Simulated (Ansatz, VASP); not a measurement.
# One calculation of WSe, two programs

```
CELL_PARAMETERS angstrom
3.54867 0.00000 0.00000
0.00000 3.54867 0.00000
0.00000 0.00000 3.54867
ATOMIC_POSITIONS crystal
W 0.00000 0.00000 0.00000
Se 0.50000 0.50000 0.50000
```

Alike in both runs: functional PBE; k mesh 12 × 12 × 12; occupations gaussian, width 0.1 eV; collinear spin; Hubbard terms W d U = 6.2 eV.

Ansatz relaxed the structure, and its values are those at the end. VASP's run is a single point on that final structure, the one shown.

```csv
,VASP,Ansatz
version,VASP 6.6.1,Ansatz 0.2.0
potentials or method,"VASP PAW PBE potentials, release 64 (W_sv, Se), cutoff 520 eV","scalar-relativistic, plane waves, PAW"
valence electrons in the cell,20,30
```

|  | VASP | Ansatz | Ansatz less VASP |
| --- | --- | --- | --- |
| gap on the k mesh at the Fermi level (eV) | none | none | - |
| pressure (GPa) | -15.3 | 0.0 | +15.37 |
| net moment per atom (μB) | 1.31 | 2.00 | +0.686 |
| size of the moment on the site where the two differ most (μB) | 2.37 | 3.56 | +1.191 |

The net moments are unlike, so the other rows may belong to different states. Site moments also hang on the region over which each program counts them. The programs project onto different local orbitals, so the same U acts differently, and such runs can settle in different states. A gap of «none» marks a metal or a gap that the smearing closes. VASP's potentials hold 20 valence electrons a cell and Ansatz's 30, so a difference there can come from the potentials and not from the codes. Ansatz's warnings: filled band counts differ across k points.

Neither program's run includes spin-orbit coupling.
